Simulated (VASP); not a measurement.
Set up this calculation in VASP 6.6.1, as the native input.

* Task: single point
* Functional: PBE
* Potentials or basis: VASP PAW PBE potentials, release 64 (Na_pv)
* Cutoff: 520 eV
* k mesh: 15 × 15 × 8
* Occupations: gaussian, width 0.1 eV
* Spin: no spin polarisation
* Dipole correction: no
* Further INCAR settings: ALGO = Normal; EDIFF = 1e-06; NBANDS = 14

The structure of Na lies in POSCAR:

```
Na
1.0
    3.7449956804      0.0000000000      0.0000000000
   -1.8724978402      3.2432613963      0.0000000000
    0.0000000000      0.0000000000      6.1030356778
Na
2
Direct
    0.3333333333      0.6666666667      0.2500000000
    0.6666666667      0.3333333333      0.7500000000
```

These files were run (other wordings do the same):

INCAR

```
  ALGO = Normal
  EDIFF = 1E-6
  ENCUT = 520
  GGA = PE
  ISIF = 2
  ISMEAR = 0
  LASPH = T
  LCHARG = F
  LREAL = F
  LWAVE = F
  NBANDS = 14
  NELM = 100
  PREC = Accurate
  SIGMA = 0.1
```

KPOINTS

```
k-points
0
Gamma
  15 15 8
```

Potentials or basis: VASP PAW PBE potentials, release 64 (Na_pv).

Run with:

```bash
$ cat potpaw_PBE.64/Na_pv/POTCAR > POTCAR
$ mpirun -np 1 vasp_std > vasp.out
```

It gave:

```
Pressure               : 0.0 GPa
Band gap on the k mesh : zero (band 7 reaches 2.40 eV, above the bottom of band 8 at -1.92 eV)
```

Run time: 34 s on 1 thread of Intel(R) Xeon(R) 6975P-C (Granite Rapids), with other jobs on the host, peak memory 0.24 GiB.
